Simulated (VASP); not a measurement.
Here is a VASP 6.6.1 calculation.

Contents of INCAR:

```
SYSTEM = Hf3Ti
  PREC = Accurate
  ENCUT = 520
  EDIFF = 1E-6
  ISMEAR = 0
  SIGMA = 0.1
  LREAL = .False.
  LASPH = .True.
  NELM = 60
  ALGO = Normal
  ISIF = 2
  LWAVE = .False.
  LCHARG = .True.
  GGA = PE
  LELF = .True.
  LVHAR = .True.
  NBANDS = 52
```

Contents of KPOINTS:

```
Automatic mesh
0
Gamma
  3 3 4
  0 0 0
```

File POSCAR:

```
Hf3Ti
1.0
    6.2766062746      0.0000000000      0.0000000000
   -3.1383031373      5.4357004833      0.0000000000
    0.0000000000      0.0000000000      4.9914602358
Hf Ti
6 2
Direct
    0.8301455660      0.6602911321      0.2500000000
    0.1698544340      0.8301455660      0.7500000000
    0.3397088679      0.1698544340      0.2500000000
    0.1698544340      0.3397088679      0.7500000000
    0.8301455660      0.1698544340      0.2500000000
    0.6602911321      0.8301455660      0.7500000000
    0.3333333333      0.6666666667      0.2500000000
    0.6666666667      0.3333333333      0.7500000000
```

Potentials or basis: VASP PAW PBE potentials, release 64 (Hf_pv, Ti_sv).

Command:

```sh
$ cat potpaw_PBE.64/Hf_pv/POTCAR potpaw_PBE.64/Ti_sv/POTCAR > POTCAR
$ mpirun -np 1 vasp_std > vasp.out
```

Q: Predict the pressure.

A: -0.3 GPa.

Q: Estimate the band gap on the k mesh.

A: Zero (band 42 reaches 6.30 eV, above the bottom of band 43 at 5.32 eV).

Q: Estimate the largest force.

A: 0.010 eV/Å.

Stress tensor (GPa, compression positive):
```
-0.21  0.00  0.00
 0.00 -0.21  0.00
 0.00  0.00 -0.47
```

Caveat: the k points lie up to 0.39 Å⁻¹ apart; spin-orbit coupling is left out, which moves the levels of the heavy elements.
